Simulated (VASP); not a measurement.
# Hf (Fm-3m) in VASP: a series of runs, part 2 of 2

VASP 6.6.1. The steps go on from the part before.

## 3. Single point, r2SCAN

This run uses another cell than the first one, of 22.32 Å³/atom, 1.062 times its volume.

POSCAR

```
Hf
1.0
    0.0000000000      2.2347024152      2.2347024152
    2.2347024152      0.0000000000      2.2347024152
    2.2347024152      2.2347024152      0.0000000000
Hf
1
Direct
    0.0000000000      0.0000000000      0.0000000000
```

INCAR.step1

```
PREC = Accurate
ENCUT = 520
ISMEAR = -1
SIGMA = 0.05
LREAL = False
LASPH = True
NELM = 100
NBANDS = 11
GGA = PE
ALGO = Normal
EDIFF = 1E-4
LWAVE = True
LCHARG = False
```

INCAR.step2

```
PREC = Accurate
ENCUT = 520
EDIFF = 1E-6
ISMEAR = -1
SIGMA = 0.05
LREAL = False
LASPH = True
NELM = 100
ALGO = Normal
ISIF = 2
LWAVE = False
LCHARG = False
METAGGA = R2SCAN
LMIXTAU = True
NBANDS = 11
ISTART = 1
```

KPOINTS

```
Automatic mesh
0
Gamma
  10 10 10
```

Potentials or basis: VASP PAW PBE potentials, release 64 (Hf_pv).

Command:

```sh
cat potpaw_PBE.64/Hf_pv/POTCAR > POTCAR
cp INCAR.step1 INCAR
mpirun -np 1 vasp_std > vasp.out
cp INCAR.step2 INCAR
mpirun -np 1 vasp_std > vasp.out
```

Run time: 14 s. Hardware: 1 thread of Intel Xeon Platinum 8559C (Emerald Rapids), shared host; peak memory 0.14 GiB.

The run converged. Its results:

* Free energy: -45.0700 eV
* Pressure: 0.0 GPa
* Band gap on the k mesh: zero (band 5 reaches 6.23 eV, above the bottom of band 6 at 4.25 eV)

Levels at points of the mesh, in eV from the Fermi level:
```
           k point  band 1  band 2  band 3  band 4  band 5  band 6  band 7  band 8  band 9  band 10
(0.00, 0.00, 0.00)  -31.09  -31.09  -31.09   -7.55    1.62    1.62    1.62    4.63    4.63    11.86
(0.50, 0.00, 0.00)  -31.94  -31.20  -31.20   -3.72    0.39    1.43    1.43    6.72    6.72    10.05
(0.50, 0.50, 0.00)  -31.88  -31.39  -31.39   -3.32   -2.16    2.47    6.79    7.30    7.30    10.40
```

Caveat: the PAW data sets were made with another functional, which shifts forces and pressure a little; spin-orbit coupling is left out, which moves the levels of the heavy elements.

## 4. Single point, r2SCAN

This run uses another cell than the first one, of 22.76 Å³/atom, 1.083 times its volume.

POSCAR

```
Hf
1.0
    0.0000000000      2.2492138765      2.2492138765
    2.2492138765      0.0000000000      2.2492138765
    2.2492138765      2.2492138765      0.0000000000
Hf
1
Direct
    0.0000000000      0.0000000000      0.0000000000
```

INCAR.step1

```
SYSTEM = Hf
  PREC = Accurate
  ENCUT = 520
  ISMEAR = -1
  SIGMA = 0.05
  LREAL = .FALSE.
  LASPH = .TRUE.
  NELM = 100
  NBANDS = 11
  GGA = PE
  ALGO = Normal
  EDIFF = 1E-4
  LWAVE = .TRUE.
  LCHARG = .FALSE.
```

INCAR.step2

```
SYSTEM = Hf
  PREC = Accurate
  ENCUT = 520
  EDIFF = 1E-6
  ISMEAR = -1
  SIGMA = 0.05
  LREAL = .FALSE.
  LASPH = .TRUE.
  NELM = 100
  ALGO = Normal
  ISIF = 2
  LWAVE = .FALSE.
  LCHARG = .FALSE.
  METAGGA = R2SCAN
  LMIXTAU = .TRUE.
  NBANDS = 11
  ISTART = 1
```

KPOINTS

```
regular mesh
0
G
  10 10 10
  0 0 0
```

Potentials or basis: VASP PAW PBE potentials, release 64 (Hf_pv).

Command:

```sh
cat potpaw_PBE.64/Hf_pv/POTCAR > POTCAR
cp INCAR.step1 INCAR
mpirun -np 1 vasp_std > vasp.out
cp INCAR.step2 INCAR
mpirun -np 1 vasp_std > vasp.out
```

OUTCAR:

```text
SYSTEM = Hf
   PREC = Accurate
   ENCUT = 520
   EDIFF = 1E-6
   ISMEAR = -1
   LREAL = .FALSE.
   LASPH = .TRUE.
   NELM = 100
   ISIF = 2
   METAGGA = R2SCAN
   ISTART = 1

 ion  position               nearest neighbor table
   1  0.000  0.000  0.000-

  LATTYP: Found a face centered cubic cell.
 ALAT       =     4.4984277530

  Lattice vectors:

 A1 = (   0.0000000000,   2.2492138765,   2.2492138765)
 A2 = (   2.2492138765,   0.0000000000,   2.2492138765)
 A3 = (   2.2492138765,   2.2492138765,   0.0000000000)

Analysis of symmetry for initial positions (statically):
=====================================================================
 Subroutine PRICEL returns:
 Original cell was already a primitive cell.

 Routine SETGRP: Setting up the symmetry group for a
 face centered cubic supercell.

 Subroutine GETGRP returns: Found 48 space group operations
 (whereof 48 operations were pure point group operations)
 out of a pool of 48 trial point group operations.

The static configuration has the point symmetry O_h .

Analysis of symmetry for dynamics (positions and initial velocities):
[... 158 lines left out ...]
 val. band max:        4.4699371111   @ k =  -0.2000   0.3000   0.1000
 cond. band min:       4.5349927550   @ k =   0.4000   0.0000   0.0000
 fundamental gap:      0.0650556439
 Fermi energy:         4.4731499641

 k-point     1 :       0.0000    0.0000    0.0000
  band No.  band energies     occupation
      1     -26.6950      2.00000
      2     -26.6950      2.00000
      3     -26.6950      2.00000
      4      -3.0070      2.00000
      5       6.0826      0.00000
      6       6.0826      0.00000
      7       6.0826      0.00000
      8       9.0173      0.00000
      9       9.0173      0.00000
     10      16.2750      0.00000
     11      16.4112      0.00000
[... 309 lines left out ...]
 k-point    24 :       0.4000    0.3000    0.0000
  band No.  band energies     occupation
      1     -27.3022      2.00000
      2     -26.9385      2.00000
      3     -26.9128      2.00000
      4       1.0846      2.00000
      5       3.0383      2.00000
      6       5.3892      0.00000
      7       8.7988      0.00000
      8       9.7500      0.00000
      9      10.9392      0.00000
     10      16.4034      0.00000
     11      16.5965      0.00000

 [... further k-points ...]
[... 5 lines left out ...]
  --------------------------------------------------------------------------------------
  -------------------------------------------------------------------------------------
  Total       -0.2634034     -0.2634034     -0.2634034     -0.0000000     -0.0000000     -0.0000000
  in kB      -18.5442684    -18.5442684    -18.5442684     -0.0000000     -0.0000000     -0.0000000
  external PRESSURE =     -18.5442684 kB  Pullay stress =       0.0000000 kB

 VOLUME and BASIS-vectors are now :
 -----------------------------------------------------------------------------
  energy-cutoff  :      520.00
  volume of cell :       22.76
      direct lattice vectors                 reciprocal lattice vectors
     0.000000000  2.249213876  2.249213876    -0.222299891  0.222299891  0.222299891
     2.249213876  0.000000000  2.249213876     0.222299891 -0.222299891  0.222299891
     2.249213876  2.249213876  0.000000000     0.222299891  0.222299891 -0.222299891

 POSITION                                       TOTAL-FORCE (eV/Angst)
 -----------------------------------------------------------------------------------
      0.00000      0.00000      0.00000         0.000000      0.000000      0.000000
 -----------------------------------------------------------------------------------
    total drift:                                0.000000      0.000000      0.000000

  FREE ENERGIE OF THE ION-ELECTRON SYSTEM (eV)
  ---------------------------------------------------
  free  energy   TOTEN  =       -45.0675418770 eV

  energy  without entropy=      -45.0553983257  energy(sigma->0) =      -45.06147010
```

Run time: 18 s. Hardware: 1 thread of Intel Xeon Platinum 8559C (Emerald Rapids), shared host; peak memory 0.15 GiB.

What came out:

```yaml
Free_energy: -45.0675 eV
Pressure: -1.9 GPa
Band_gap_on_the_k_mesh: zero (band 5 reaches 6.08 eV, above the bottom of band 6 at 4.12 eV)
```

Caveat: the PAW data sets were made with another functional, which shifts forces and pressure a little; spin-orbit coupling is left out, which moves the levels of the heavy elements.

## 5. Overview

```tsv
cell	gap on the mesh (eV)	pressure (GPa)
a = 3.097 Å, angles 60.0°, 1 atom	none	6.8
a = 3.160 Å, angles 60.0°, 1 atom	none	0.0
a = 3.181 Å, angles 60.0°, 1 atom	none	-1.9
```

Alike in all rows: task single point; level r2SCAN; potentials or basis VASP PAW PBE potentials, release 64 (Hf_pv); no spin polarisation; k mesh 10 × 10 × 10; cutoff (eV) 520; smearing fermi-dirac 0.05 eV.

Caveats: the PAW data sets were made with another functional, which shifts forces and pressure a little; spin-orbit coupling is left out, which moves the levels of the heavy elements.

Absolute energies hang on the potentials; compare differences alone.
